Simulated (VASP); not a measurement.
# MgS (F-43m) in VASP: further runs

MgS is run at these levels: LDA, PBEsol; tasks: single point.

Everything below comes from runs of VASP 6.6.1. Logs are shortened: lines on timing, memory, paths and dates and some standing lists are left out, and cuts for length are marked.

### 1 The cell of the first run

It takes space group F-43m (No. 216, cubic). Conventional cell: a = 5.666 Å, b = 5.666 Å, c = 5.666 Å, α = 90.00°, β = 90.00°, γ = 90.00°. Within 3.2 Å of S (site symmetry -43m) lie 4 Mg at 2.45 Å. Mg (site symmetry -43m) has 4 S at 2.45 Å within 3.2 Å.

### 2 Single point, LDA

Contents of INCAR:

```
SYSTEM = MgS
PREC     = Accurate       ! precision mode
ENCUT    = 520            ! plane-wave cutoff, eV
EDIFF    = 1E-6           ! SCF threshold, eV
ISMEAR   = -1             ! smearing method
SIGMA    = 0.05           ! smearing width, eV
LREAL    = .False.        ! projectors in reciprocal space
LASPH    = .True.         ! aspherical terms in the spheres
NELM     = 60             ! most SCF steps
ALGO     = Normal         ! electronic algorithm
ISIF     = 2              ! what is computed and relaxed
LWAVE    = .False.        ! write WAVECAR
LCHARG   = .False.        ! write CHGCAR
NBANDS   = 11             ! bands
```

Contents of KPOINTS:

```
regular mesh
0
Gamma
  8 8 8
  0 0 0
```

Contents of POSCAR:

```
MgS
1.0
    0.0000000000      2.8331200468      2.8331200468
    2.8331200468      0.0000000000      2.8331200468
    2.8331200468      2.8331200468      0.0000000000
S Mg
1 1
Direct
    0.2500000000      0.2500000000      0.2500000000
    0.0000000000      0.0000000000      0.0000000000
```

Potentials or basis: VASP PAW LDA potentials, release 64 (S, Mg).

Run with:

```console
cat potpaw_LDA.64/S/POTCAR potpaw_LDA.64/Mg/POTCAR > POTCAR
mpirun -np 1 vasp_std > vasp.out
```

OUTCAR:

```text
SYSTEM = MgS
   PREC = Accurate
   ENCUT = 520
   EDIFF = 1E-6
   ISMEAR = -1
   LREAL = .False.
   LASPH = .True.
   NELM = 60
   ISIF = 2

 ion  position               nearest neighbor table
   1  0.250  0.250  0.250-   2 2.45   2 2.45   2 2.45   2 2.45
   2  0.000  0.000  0.000-   1 2.45   1 2.45   1 2.45   1 2.45

  LATTYP: Found a face centered cubic cell.
 ALAT       =     5.6662400936

  Lattice vectors:

 A1 = (   0.0000000000,   2.8331200468,   2.8331200468)
 A2 = (   2.8331200468,   0.0000000000,   2.8331200468)
 A3 = (   2.8331200468,   2.8331200468,   0.0000000000)

Analysis of symmetry for initial positions (statically):
=====================================================================
 Subroutine PRICEL returns:
 Original cell was already a primitive cell.

 Routine SETGRP: Setting up the symmetry group for a
 face centered cubic supercell.

 Subroutine GETGRP returns: Found 24 space group operations
 (whereof 24 operations were pure point group operations)
 out of a pool of 48 trial point group operations.

The static configuration has the point symmetry T_d .

Analysis of symmetry for dynamics (positions and initial velocities):
=====================================================================
 Subroutine PRICEL returns:
 Original cell was already a primitive cell.

 Routine SETGRP: Setting up the symmetry group for a
 face centered cubic supercell.

 Subroutine GETGRP returns: Found 24 space group operations
 (whereof 24 operations were pure point group operations)
 out of a pool of 48 trial point group operations.

The dynamic configuration has the point symmetry T_d .

 Subroutine INISYM returns: Found 24 space group operations
 (whereof 24 operations are pure point group operations),
 and found     1 'primitive' translations

----------------------------------------------------------------------------------------

                                     Primitive cell

  volume of cell :      45.4805

  direct lattice vectors                    reciprocal lattice vectors
     0.000000000  2.833120047  2.833120047    -0.176483874  0.176483874  0.176483874
     2.833120047  0.000000000  2.833120047     0.176483874 -0.176483874  0.176483874
     2.833120047  2.833120047  0.000000000     0.176483874  0.176483874 -0.176483874

  length of vectors
     4.006636794  4.006636794  4.006636794     0.305679036  0.305679036  0.305679036

  position of ions in fractional coordinates (direct lattice)
     0.250000000  0.250000000  0.250000000
     0.000000000  0.000000000  0.000000000

  ion indices of the primitive-cell ions
[... 79 lines left out ...]
   IBRION =     -1    ionic relax: 0-MD 1-quasi-New 2-CG
   NFREE  =      0    steps in history (QN), initial steepest desc. (CG)
   ISIF   =      2    stress and relaxation
   ISYM   =      2    0-nonsym 1-usesym 2-fastsym
   POTIM  = 0.5000    time-step for ionic-motion
   TEBEG  =    0.0;   TEEND  =   0.0 temperature during run
   PSTRESS=    0.0 pullay stress
   NELECT =       8.0000    total number of electrons
   NUPDOWN=      -1.0000    fix difference up-down
   EMIN   =  10.00;   EMAX   =-10.00  energy-range for DOS
   EFERMI =   0.00;   METHOD = LEGACY
   ISMEAR =    -1;   SIGMA  =   0.05  broadening in eV -4-tet -1-fermi 0-gaus
   EFERMI_NEDOS =   21; number of points for ismear=-14 and -15
   IALGO  =     38    algorithm
   IMIX   =      4    mixing-type and parameters
     AMIX     =   0.40;   BMIX     =  1.00
     AMIX_MAG =   1.60;   BMIX_MAG =  1.00
  volume/ion in A,a.u.               =      22.74       153.46
  Fermi-wavevector in a.u.,A,eV,Ry     =   0.917269  1.733386 11.447692  0.841382
  Thomas-Fermi vector in A             =   2.042218
   LORBIT       =      0    0 simple, 1 ext, 2 COOP (PROOUT), +10 PAW based schemes
   GGA     = CA    functional components
   LHFCALC =     F    Hartree Fock is set to
   AEXX    =    0.0000 exact exchange contribution
   IVDW    =     0    specifies the selected vdW correction
   LEPSILON=     F    determine dielectric tensor
   LRPA    =     F    only Hartree local field effects (RPA)
 non-spin polarized calculation
  energy-cutoff  :      520.00
  volume of cell :       45.48
 maximum number of plane-waves:      1243
 NGX is ok and might be reduce to    30
   NGX = 15   NGY = 15   NGZ = 15

 number of electron       8.0000001 magnetization

 Free energy of the ion-electron system (eV)
  ---------------------------------------------------
  ext. energy  EPLUGINS =         0.00000000
  ---------------------------------------------------
  free energy    TOTEN  =        -9.37814031 eV

  energy without entropy =       -9.37814031  energy(sigma->0) =       -9.37814031

 E-fermi :   1.9390     XC(G=0):  -8.7526

 val. band max:        0.8793372182   @ k =   0.0000   0.0000   0.0000
 cond. band min:       4.0625310221   @ k =   0.0000   0.0000   0.0000
 fundamental gap:      3.1831938039
 Fermi energy:         1.9389696717

 k-point     1 :       0.0000    0.0000    0.0000
  band No.  band energies     occupation
      1     -10.3510      2.00000
      2       0.8793      2.00000
      3       0.8793      2.00000
      4       0.8793      2.00000
      5       4.0625      0.00000
      6       8.6401      0.00000
      7       8.6401      0.00000
      8       8.6401      0.00000
      9      11.6160      0.00000
     10      11.6160      0.00000
     11      14.2139      0.00000
[... 309 lines left out ...]
 k-point    24 :      -0.3750    0.2500    0.1250
  band No.  band energies     occupation
      1      -9.5398      2.00000
      2      -1.9665      2.00000
      3      -0.4541      2.00000
      4       0.2156      2.00000
      5       6.7339      0.00000
      6       7.1478      0.00000
      7       9.4118      0.00000
      8       9.5604      0.00000
      9      12.0574      0.00000
     10      13.5072      0.00000
     11      14.9320      0.00000

 [... further k-points ...]
[... 5 lines left out ...]
  --------------------------------------------------------------------------------------
  -------------------------------------------------------------------------------------
  Total       -0.7185501     -0.7185501     -0.7185501      0.0000000      0.0000000     -0.0000000
  in kB      -25.3129465    -25.3129465    -25.3129465      0.0000000      0.0000000     -0.0000000
  external PRESSURE =     -25.3129465 kB  Pullay stress =       0.0000000 kB

 VOLUME and BASIS-vectors are now :
 -----------------------------------------------------------------------------
  energy-cutoff  :      520.00
  volume of cell :       45.48
      direct lattice vectors                 reciprocal lattice vectors
     0.000000000  2.833120047  2.833120047    -0.176483874  0.176483874  0.176483874
     2.833120047  0.000000000  2.833120047     0.176483874 -0.176483874  0.176483874
     2.833120047  2.833120047  0.000000000     0.176483874  0.176483874 -0.176483874

 POSITION                                       TOTAL-FORCE (eV/Angst)
 -----------------------------------------------------------------------------------
      1.41656      1.41656      1.41656         0.000000      0.000000      0.000000
      0.00000      0.00000      0.00000        -0.000000     -0.000000     -0.000000
 -----------------------------------------------------------------------------------
    total drift:                                0.000000      0.000000      0.000000

  FREE ENERGIE OF THE ION-ELECTRON SYSTEM (eV)
  ---------------------------------------------------
  free  energy   TOTEN  =        -9.3781403081 eV

  energy  without entropy=       -9.3781403080  energy(sigma->0) =       -9.37814031
```

OSZICAR:

```text
N       E                     dE             d eps       ncg     rms          rms(c)
DAV:   1     0.227711399853E+02    0.22771E+02   -0.34663E+03   638   0.569E+02
DAV:   2    -0.804619397586E+01   -0.30817E+02   -0.29365E+02   768   0.999E+01
DAV:   3    -0.992458297062E+01   -0.18784E+01   -0.18749E+01   779   0.262E+01
DAV:   4    -0.993930306578E+01   -0.14720E-01   -0.14718E-01   776   0.284E+00
DAV:   5    -0.993947304662E+01   -0.16998E-03   -0.16998E-03   796   0.300E-01    0.402E+00
DAV:   6    -0.943381518315E+01    0.50566E+00   -0.12884E+00   712   0.410E+00    0.299E+00
DAV:   7    -0.938322415243E+01    0.50591E-01   -0.22700E-01   791   0.184E+00    0.223E+00
DAV:   8    -0.937910124326E+01    0.41229E-02   -0.15069E-02   725   0.715E-01    0.118E+00
DAV:   9    -0.937812007962E+01    0.98116E-03   -0.22459E-03   743   0.231E-01    0.382E-01
DAV:  10    -0.937814079871E+01   -0.20719E-04   -0.66270E-05   752   0.438E-02    0.137E-01
DAV:  11    -0.937814042423E+01    0.37448E-06   -0.45695E-05   758   0.290E-02    0.494E-02
DAV:  12    -0.937814030806E+01    0.11617E-06   -0.10335E-06   493   0.553E-03
   1 F= -.93781403E+01 E0= -.93781403E+01  d E =-.404785E-10
```

Run time: 9 s. Hardware: 1 thread of Intel Xeon 6975P-C (Granite Rapids), shared host; peak memory 0.15 GiB.

What came out:

```yaml
Free_energy: -9.3781 eV
Pressure: -2.5 GPa
Band_gap_on_the_k_mesh: 3.18 eV, direct
```

(Continued in part 2 of 2.)
